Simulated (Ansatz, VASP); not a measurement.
**Two plane-wave programs on K**

```
K
1.0
     3.99033    0.00000    0.00000
     0.00000    3.99033    0.00000
     0.00000    0.00000    3.99033
K
1
Direct
  0.00000 0.00000 0.00000
```

Alike in both runs: task single point; functional LDA; k mesh 13 × 13 × 13; occupations fermi-dirac, width 0.1 eV; no spin polarisation.

|  | VASP | Ansatz |
| --- | --- | --- |
| version | VASP 6.6.1 | Ansatz 0.2.0 |
| potentials or method | VASP PAW LDA potentials, release 64 (K_sv), cutoff 520 eV | plane waves (420 eV) with PAW, scalar-relativistic |
| valence electrons in the cell | 9 | 9 |

|  | VASP | Ansatz | Ansatz less VASP |
| --- | --- | --- | --- |
| pressure (GPa) | 0.3 | 0.3 | +0.01 |

Ansatz warns that its potentials were made for another functional, while VASP's fit it. LDA's correlation is that of Perdew and Zunger in VASP and of Perdew and Wang (1992) in Ansatz.
